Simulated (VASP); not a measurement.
Here is a VASP 6.6.1 calculation.

INCAR

```
PREC     = Accurate       # precision mode
ENCUT    = 520            # plane-wave cutoff, eV
EDIFF    = 1E-7           # SCF threshold, eV
ISMEAR   = -1             # smearing method
SIGMA    = 0.05           # smearing width, eV
LREAL    = False          # projectors in reciprocal space
LASPH    = True           # aspherical terms in the spheres
NELM     = 100            # most SCF steps
ALGO     = Normal         # electronic algorithm
ISIF     = 2              # what is computed and relaxed
LWAVE    = False          # write WAVECAR
LCHARG   = False          # write CHGCAR
GGA      = PS             # functional
NBANDS   = 16             # bands
```

Contents of KPOINTS:

```
regular mesh
0
Gamma
  8 8 8
```

POSCAR

```
InAs
1.0
    0.0000000000      2.8963595487      2.8963595487
    2.8963595487      0.0000000000      2.8963595487
    2.8963595487      2.8963595487      0.0000000000
In As
1 1
Direct
    0.5000000000      0.5000000000      0.5000000000
    0.0000000000      0.0000000000      0.0000000000
```

Potentials or basis: VASP PAW PBE potentials, release 64 (In_d, As).

Launch:

```sh
$ cat potpaw_PBE.64/In_d/POTCAR potpaw_PBE.64/As/POTCAR > POTCAR
$ mpirun -np 1 vasp_std > vasp.out
```

Problem. What does it give for the pressure?

Solution. -4.3 GPa.

Problem. Predict the band gap on the k mesh.

Solution. Zero (band 9 reaches 5.90 eV, above the bottom of band 10 at 3.38 eV).

Caveat: the PAW data sets were made with another functional, which shifts forces and pressure a little; spin-orbit coupling is left out, which moves the levels of the heavy elements.
